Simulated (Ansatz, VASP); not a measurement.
SiPbI2 in VASP and in Ansatz

```
Si Pb I
1.0
     1.97944    1.14283    9.55099
    -1.97944    1.14283    9.55099
     0.00000   -2.28566    9.55099
Si Pb I
1 1 2
Direct
  0.00000 0.00000 0.00000
  0.50000 0.50000 0.50000
  0.73389 0.73389 0.73389
  0.26611 0.26611 0.26611
```

Change from the starting cell: species swapped into the KLuS2 type (R-3m, No. 166).

Alike in both runs: functional PBE; k mesh 6 × 6 × 6; occupations gaussian, width 0.1 eV; no spin polarisation.

Ansatz relaxed the structure, and its values are those at the end. VASP's run is a single point on that final structure, the one shown.

|  | VASP | Ansatz |
| --- | --- | --- |
| version | VASP 6.6.1 | Ansatz 0.2.0 |
| potentials or method | VASP PAW PBE potentials, release 64 (Si, Pb_d, I), cutoff 520 eV | scalar-relativistic, plane waves, PAW |
| valence electrons in the cell | 32 | 52 |

```tsv
	VASP	Ansatz	Ansatz less VASP
gap on the k mesh at the Fermi level (eV)	none	none	-
pressure (GPa)	-0.1	0.0	+0.03
rms of the force components (eV/Å)	0.007	0.008	+0.0009
```

A gap of «none» marks a metal or a gap that the smearing closes. VASP's potentials hold 32 valence electrons a cell and Ansatz's 52, so a difference there can come from the potentials and not from the codes.

Neither program's run includes spin-orbit coupling.
